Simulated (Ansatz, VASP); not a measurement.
## H6Os in VASP and in Ansatz

Contents of INCAR:

```
SYSTEM = H6Os
PREC = Accurate
ENCUT = 600
EDIFF = 1E-7
ISMEAR = 0
SIGMA = 0.1
LREAL = .FALSE.
LASPH = .TRUE.
NELM = 80
ALGO = Normal
ISIF = 3
LWAVE = .FALSE.
LCHARG = .FALSE.
GGA = PE
IBRION = 2
NSW = 90
EDIFFG = -0.04
```

File KPOINTS:

```
Automatic mesh
0
G
  6 6 6
  0 0 0
```

File POSCAR:

```
H6Os
1.0
    0.0000000000      2.8456003275      2.8456003275
    2.8456003275      0.0000000000      2.8456003275
    2.8456003275      2.8456003275      0.0000000000
H Os
6 1
Direct
    0.6987041670      0.3012958330      0.3012958330
    0.3012958330      0.6987041670      0.6987041670
    0.3012958330      0.6987041670      0.3012958330
    0.6987041670      0.3012958330      0.6987041670
    0.3012958330      0.3012958330      0.6987041670
    0.6987041670      0.6987041670      0.3012958330
    0.0000000000      0.0000000000      0.0000000000
```

Input for Ansatz:

```yaml
crystal:
  lattice:
    - [0.0, 2.8456003275, 2.8456003275]
    - [2.8456003275, 0.0, 2.8456003275]
    - [2.8456003275, 2.8456003275, 0.0]
  atoms:
    - { symbol: H, position: [0.698704167, 0.301295833, 0.301295833] }
    - { symbol: H, position: [0.301295833, 0.698704167, 0.698704167] }
    - { symbol: H, position: [0.301295833, 0.698704167, 0.301295833] }
    - { symbol: H, position: [0.698704167, 0.301295833, 0.698704167] }
    - { symbol: H, position: [0.301295833, 0.301295833, 0.698704167] }
    - { symbol: H, position: [0.698704167, 0.698704167, 0.301295833] }
    - { symbol: Os, position: [0.0, 0.0, 0.0] }
basis:
  ecutwfc: 420
kpoints:
  mp_grid: { grid: [6, 6, 6] }
hamiltonian:
  xc: pbe
scf:
  occupations: { method: gaussian, width: 0.1 }
  lower_state_search: "off"
output:
  forces: true
  stress: true
  eigenvalues: true
relax:
  adjacent_minimum: "off"
  f_tol: 0.04
  max_steps: 70
  cell: { stress_tol: 0.4 }
```

Change from the starting cell: ordered vacancies on the cation sites of rhenium trioxide (Fm-3m, No. 225).

Alike in both runs: task relaxation of cell and atoms; functional PBE; k mesh 6 × 6 × 6; occupations gaussian, width 0.1 eV; no spin polarisation.

|  | VASP | Ansatz |
| --- | --- | --- |
| version | VASP 6.6.1 | Ansatz 0.2.0 |
| potentials or method | VASP PAW PBE potentials, release 64 (H, Os), cutoff 600 eV | scalar-relativistic, plane waves, PAW |
| valence electrons in the cell | 14 | 22 |

VASP gave:

```
gap on the k mesh at the Fermi level, each at its own relaxed structure (eV) : none
relaxed volume (Å³/atom)                                                     : 6.61
relaxed cell length with the largest relative difference (Å)                 : 4.029
```

Q: What did Ansatz give for the same quantities?

A: gap on the k mesh at the Fermi level, each at its own relaxed structure (eV): none; relaxed volume (Å³/atom): 6.58; relaxed cell length with the largest relative difference (Å): 4.024.

A gap of «none» marks a metal or a gap that the smearing closes. VASP's potentials hold 14 valence electrons a cell and Ansatz's 22, so a difference there can come from the potentials and not from the codes.

Neither program's run includes spin-orbit coupling.
